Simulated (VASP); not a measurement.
# CsI (Pm-3m) in VASP: notebook, part 2 of 2

VASP 6.6.1.

### Step 3. Relaxation of the atoms, PBE

This run uses another cell than the first one, of 22.85 Å³/atom, 0.450 times its volume.

Contents of INCAR:

```
PREC = Accurate ; ENCUT = 450
EDIFF = 1E-7 ; ISMEAR = -1
SIGMA = 0.03 ; LREAL = F
LASPH = T ; NELM = 120
ALGO = Normal ; ISIF = 2
LWAVE = F ; LCHARG = F
GGA = PE ; IBRION = 2
NSW = 50 ; EDIFFG = -0.01
GGA_COMPAT = F ; NELMIN = 4
```

Contents of KPOINTS:

```
Automatic mesh
0
Gamma
  6 6 6
```

Contents of POSCAR:

```
CsI
1.0
    3.5749959597      0.0000000000      0.0000000000
    0.0000000000      3.5749959597      0.0000000000
    0.0000000000      0.0000000000      3.5749959597
Cs I
1 1
Direct
    0.0000000000      0.0000000000      0.0000000000
    0.5000000000      0.5000000000      0.5000000000
```

Potentials or basis: VASP PAW PBE potentials, release 64 (Cs_sv, I).

On the command line:

```console
$ cat potpaw_PBE.64/Cs_sv/POTCAR potpaw_PBE.64/I/POTCAR > POTCAR
$ mpirun -np 1 vasp_std > vasp.out
```

OUTCAR:

```text
PREC = Accurate
   ENCUT = 450
   EDIFF = 1E-7
   ISMEAR = -1
   LREAL = F
   LASPH = T
   NELM = 120
   ISIF = 2
   GGA = PE
   IBRION = 2
   NSW = 50
   EDIFFG = -0.01
   NELMIN = 4

 ion  position               nearest neighbor table
   1  0.000  0.000  0.000-   2 3.10   2 3.10   2 3.10   2 3.10   2 3.10   2 3.10   2 3.10   2 3.10

   2  0.500  0.500  0.500-   1 3.10   1 3.10   1 3.10   1 3.10   1 3.10   1 3.10   1 3.10   1 3.10

  LATTYP: Found a simple cubic cell.
 ALAT       =     3.5749959597

  Lattice vectors:

 A1 = (   3.5749959597,   0.0000000000,   0.0000000000)
 A2 = (   0.0000000000,   3.5749959597,   0.0000000000)
 A3 = (   0.0000000000,   0.0000000000,   3.5749959597)

Analysis of symmetry for initial positions (statically):
=====================================================================
 Subroutine PRICEL returns:
 Original cell was already a primitive cell.

 Routine SETGRP: Setting up the symmetry group for a
 simple cubic supercell.

 Subroutine GETGRP returns: Found 48 space group operations
 (whereof 48 operations were pure point group operations)
 out of a pool of 48 trial point group operations.

The static configuration has the point symmetry O_h .

Analysis of symmetry for dynamics (positions and initial velocities):
=====================================================================
 Subroutine PRICEL returns:
 Original cell was already a primitive cell.

 Routine SETGRP: Setting up the symmetry group for a
 simple cubic supercell.

 Subroutine GETGRP returns: Found 48 space group operations
 (whereof 48 operations were pure point group operations)
 out of a pool of 48 trial point group operations.

The dynamic configuration has the point symmetry O_h .

 Subroutine INISYM returns: Found 48 space group operations
 (whereof 48 operations are pure point group operations),
 and found     1 'primitive' translations

----------------------------------------------------------------------------------------

                                     Primitive cell

[... 116 lines left out ...]
 conjugate gradient relaxation of ions
 non-spin polarized calculation
  energy-cutoff  :      450.00
  volume of cell :       45.69
 maximum number of plane-waves:      1021
 NGX is ok and might be reduce to    28
   NGX = 13   NGY = 13   NGZ = 13

 number of electron      16.0000003 magnetization

 Free energy of the ion-electron system (eV)
  ---------------------------------------------------
  ext. energy  EPLUGINS =         0.00000000
  ---------------------------------------------------
  free energy    TOTEN  =        -0.71233257 eV

  energy without entropy =       -0.71233232  energy(sigma->0) =       -0.71233244

 E-fermi :   9.0359     XC(G=0): -11.3184

 val. band max:        8.6970153697   @ k =   0.0000   0.0000   0.0000
 cond. band min:       9.3627122537   @ k =   0.0000   0.0000   0.0000
 fundamental gap:      0.6656968840
 Fermi energy:         9.0359436600

 k-point     1 :       0.0000    0.0000    0.0000
  band No.  band energies     occupation
      1     -13.5737      2.00000
      2      -4.4172      2.00000
      3       0.3036      2.00000
      4       0.3036      2.00000
      5       0.3036      2.00000
      6       8.6970      1.99998
      7       8.6970      1.99998
      8       8.6970      1.99998
      9       9.3627      0.00004
     10       9.3627      0.00004
     11      16.7666      0.00000
     12      16.8020      0.00000
[... 271 lines left out ...]
 k-point    20 :       0.5000    0.5000    0.5000
  band No.  band energies     occupation
      1     -12.2543      2.00000
      2      -3.5072      2.00000
      3      -0.8917      2.00000
      4      -0.8917      2.00000
      5      -0.8917      2.00000
      6       3.1720      2.00000
      7       3.1720      2.00000
      8       3.1720      2.00000
      9      18.9724      0.00000
     10      18.9724      0.00000
     11      18.9724      0.00000
     12      20.7692      0.00000

------------------------ aborting loop because EDIFF is reached ----------------------------------------

  FORCE on cell =-STRESS in cart. coord.  units (eV):
  Direction    XX          YY          ZZ          XY          YZ          ZX
  --------------------------------------------------------------------------------------
  -------------------------------------------------------------------------------------
  Total       16.7755515     16.7755515     16.7755515      0.0000000     -0.0000000     -0.0000000
  in kB      588.2483581    588.2483581    588.2483581      0.0000000     -0.0000000     -0.0000000
  external PRESSURE =     588.2483581 kB  Pullay stress =       0.0000000 kB

 VOLUME and BASIS-vectors are now :
 -----------------------------------------------------------------------------
  energy-cutoff  :      450.00
  volume of cell :       45.69
      direct lattice vectors                 reciprocal lattice vectors
     3.574995960  0.000000000  0.000000000     0.279720596  0.000000000  0.000000000
     0.000000000  3.574995960  0.000000000     0.000000000  0.279720596  0.000000000
     0.000000000  0.000000000  3.574995960     0.000000000  0.000000000  0.279720596

 POSITION                                       TOTAL-FORCE (eV/Angst)
 -----------------------------------------------------------------------------------
      0.00000      0.00000      0.00000         0.000000      0.000000      0.000000
      1.78750      1.78750      1.78750         0.000000      0.000000      0.000000
 -----------------------------------------------------------------------------------
    total drift:                               -0.000000      0.000000      0.000000

  FREE ENERGIE OF THE ION-ELECTRON SYSTEM (eV)
  ---------------------------------------------------
  free  energy   TOTEN  =        -0.7123325654 eV

  energy  without entropy=       -0.7123323154  energy(sigma->0) =       -0.71233244

 reached required accuracy - stopping structural energy minimisation
```

OSZICAR:

```text
N       E                     dE             d eps       ncg     rms          rms(c)
DAV:   1     0.816648703556E+02    0.81665E+02   -0.67094E+03   480   0.107E+03
DAV:   2     0.346165558515E+01   -0.78203E+02   -0.71051E+02   656   0.178E+02
DAV:   3    -0.851595038695E+00   -0.43133E+01   -0.42886E+01   584   0.454E+01
[... 11 lines left out ...]
DAV:  15    -0.712334170520E+00    0.55616E-05   -0.20400E-05   572   0.302E-02    0.233E-02
DAV:  16    -0.712334016728E+00    0.15379E-06   -0.90801E-07   532   0.633E-03    0.197E-02
DAV:  17    -0.712333648898E+00    0.36783E-06   -0.22184E-07   508   0.325E-03    0.132E-02
DAV:  18    -0.712332537863E+00    0.11110E-05   -0.13002E-06   524   0.774E-03    0.206E-03
DAV:  19    -0.712332565448E+00   -0.27584E-07   -0.10600E-07   328   0.239E-03
   1 F= -.71233257E+00 E0= -.71233244E+00  d E =-.712333E+00
```

CONTCAR:

```text
CsI
   1.00000000000000
     3.5749959596999998    0.0000000000000000    0.0000000000000000
     0.0000000000000000    3.5749959596999998    0.0000000000000000
     0.0000000000000000    0.0000000000000000    3.5749959596999998
  Cs              I
     1     1
Direct
     0.0000000000000000    0.0000000000000000    0.0000000000000000
     0.5000000000000000    0.5000000000000000    0.5000000000000000

  0.00000000E+00  0.00000000E+00  0.00000000E+00
  0.00000000E+00  0.00000000E+00  0.00000000E+00
```

It took 7.2 s on 1 thread of Intel Xeon 6975P-C (Granite Rapids), shared host; peak memory 0.15 GiB.

What came out:

```yaml
Free_energy: -0.7123 eV
Pressure_after_relaxing: 58.8 GPa
Band_gap_on_the_k_mesh: 0.67 eV, direct
```

Final structure:
```xyz
2
Lattice="3.5750 0.0000 0.0000 0.0000 3.5750 0.0000 0.0000 0.0000 3.5750" Properties=species:S:1:pos:R:3 pbc="T T T"
Cs    0.0000    0.0000    0.0000
I     1.7875    1.7875    1.7875
```

Caveat: the relaxation stopped at its first step, so nothing moved; spin-orbit coupling is left out, which moves the levels of the heavy elements.

### Step 4. Relaxation of the atoms, PBE

This run uses another cell than the first one, of 27.92 Å³/atom, 0.550 times its volume.

Contents of INCAR:

```
ALGO = Normal
EDIFF = 1E-7
EDIFFG = -0.01
ENCUT = 450
GGA = PE
GGA_COMPAT = False
IBRION = 2
ISIF = 2
ISMEAR = -1
LASPH = True
LCHARG = False
LREAL = False
LWAVE = False
NELM = 120
NELMIN = 4
NSW = 50
PREC = Accurate
SIGMA = 0.03
```

Contents of KPOINTS:

```
k-points
0
Gamma
  6 6 6
```

Contents of POSCAR:

```
CsI
1.0
    3.8223074235      0.0000000000      0.0000000000
    0.0000000000      3.8223074235      0.0000000000
    0.0000000000      0.0000000000      3.8223074235
Cs I
1 1
Direct
    0.0000000000      0.0000000000      0.0000000000
    0.5000000000      0.5000000000      0.5000000000
```

On the command line:

```console
$ cat potpaw_PBE.64/Cs_sv/POTCAR potpaw_PBE.64/I/POTCAR > POTCAR
$ mpirun -np 1 vasp_std > vasp.out
```

Run time: 5.8 s. Hardware: 1 thread of Intel Xeon 6975P-C (Granite Rapids), shared host; peak memory 0.16 GiB.

Results (log left out):

```
Free energy             : -3.2935 eV
Pressure after relaxing : 27.1 GPa
Band gap on the k mesh  : 2.24 eV, direct
```

Final structure:
```yaml
crystal:
  lattice:
    - [3.82231, 0.00000, 0.00000]
    - [0.00000, 3.82231, 0.00000]
    - [0.00000, 0.00000, 3.82231]
  atoms:
    - { symbol: Cs, position: [0.00000, 0.00000, 0.00000] }
    - { symbol: I, position: [0.50000, 0.50000, 0.50000] }
```

Levels at points of the mesh, in eV from the valence-band top:
```tsv
k point	band 6	band 7	band 8	band 9	band 10	band 11
(0.00, 0.00, 0.00)	0.00	0.00	0.00	2.24	2.24	6.56
(0.50, 0.00, 0.00)	-3.54	-1.17	-1.17	3.92	5.61	8.95
(0.50, 0.50, 0.00)	-1.21	-1.21	-0.38	3.46	4.71	5.39
(0.50, 0.50, 0.50)	-3.74	-3.74	-3.74	9.27	9.27	9.27
```

Caveat: the relaxation stopped at its first step, so nothing moved; spin-orbit coupling is left out, which moves the levels of the heavy elements.

### Step 5. Relaxation of the atoms, PBE

This run uses another cell than the first one, of 43.15 Å³/atom, 0.850 times its volume.

Contents of INCAR:

```
PREC = Accurate
ENCUT = 450
EDIFF = 1E-7
ISMEAR = -1
SIGMA = 0.03
LREAL = F
LASPH = T
NELM = 120
ALGO = Normal
ISIF = 2
LWAVE = F
LCHARG = F
GGA = PE
IBRION = 2
NSW = 50
EDIFFG = -0.01
GGA_COMPAT = F
NELMIN = 4
```

Contents of KPOINTS:

```
regular mesh
0
Gamma
  6 6 6
```

Contents of POSCAR:

```
CsI
1.0
    4.4192071473      0.0000000000      0.0000000000
    0.0000000000      4.4192071473      0.0000000000
    0.0000000000      0.0000000000      4.4192071473
Cs I
1 1
Direct
    0.0000000000      0.0000000000      0.0000000000
    0.5000000000      0.5000000000      0.5000000000
```

On the command line:

```console
$ cat potpaw_PBE.64/Cs_sv/POTCAR potpaw_PBE.64/I/POTCAR > POTCAR
$ mpirun -np 1 vasp_std > vasp.out
```

Wall time 6.2 s (1 thread of Intel Xeon 6975P-C (Granite Rapids), shared host); peak memory 0.18 GiB.

It converged, with:

```yaml
Free_energy: -5.3394 eV
Pressure_after_relaxing: 2.5 GPa
Band_gap_on_the_k_mesh: 4.01 eV, indirect (least direct gap 4.07 eV)
```

Final structure:
```xyz
2
Lattice="4.4192 0.0000 0.0000 0.0000 4.4192 0.0000 0.0000 0.0000 4.4192" Properties=species:S:1:pos:R:3 pbc="T T T"
Cs    0.0000    0.0000    0.0000
I     2.2096    2.2096    2.2096
```

Levels at points of the mesh, in eV from the valence-band top:
| k point | band 5 | band 6 | band 7 | band 8 | band 9 | band 10 | band 11 | band 12 |
| --- | --- | --- | --- | --- | --- | --- | --- | --- |
| (0.00, 0.00, 0.00) | -6.97 | -0.07 | -0.07 | -0.07 | 4.01 | 4.01 | 4.23 | 7.96 |
| (0.50, 0.00, 0.00) | -6.88 | -1.81 | -0.30 | -0.30 | 5.14 | 6.74 | 6.93 | 7.19 |
| (0.50, 0.50, 0.00) | -6.82 | -0.92 | -0.92 | 0.00 | 4.22 | 4.96 | 6.11 | 6.11 |
| (0.50, 0.50, 0.50) | -7.30 | -1.57 | -1.57 | -1.57 | 7.51 | 7.51 | 7.51 | 8.34 |

Caveat: the relaxation stopped at its first step, so nothing moved; spin-orbit coupling is left out, which moves the levels of the heavy elements.

### Step 6. The runs side by side

| task | cell | cutoff (eV) | gap on the mesh (eV) | pressure (GPa) |
| --- | --- | --- | --- | --- |
| single point | a = 4.665 Å, 2 atoms | 500 | 3.68 | 0.0 |
| relaxation of the atoms | atoms relaxed from a = 3.575 Å, 2 atoms | 450 | 0.67 | 58.8 |
| relaxation of the atoms | atoms relaxed from a = 3.822 Å, 2 atoms | 450 | 2.24 | 27.1 |
| relaxation of the atoms | atoms relaxed from a = 4.419 Å, 2 atoms | 450 | 4.01 | 2.5 |

Alike in all rows: level PBE; potentials or basis VASP PAW PBE potentials, release 64 (Cs_sv, I); no spin polarisation; k mesh 6 × 6 × 6; smearing fermi-dirac 0.03 eV.

Caveats: spin-orbit coupling is left out, which moves the levels of the heavy elements; the relaxation stopped at its first step, so nothing moved (some runs).

Total energies depend on the potentials used, so only differences within one code and one set of settings carry meaning.
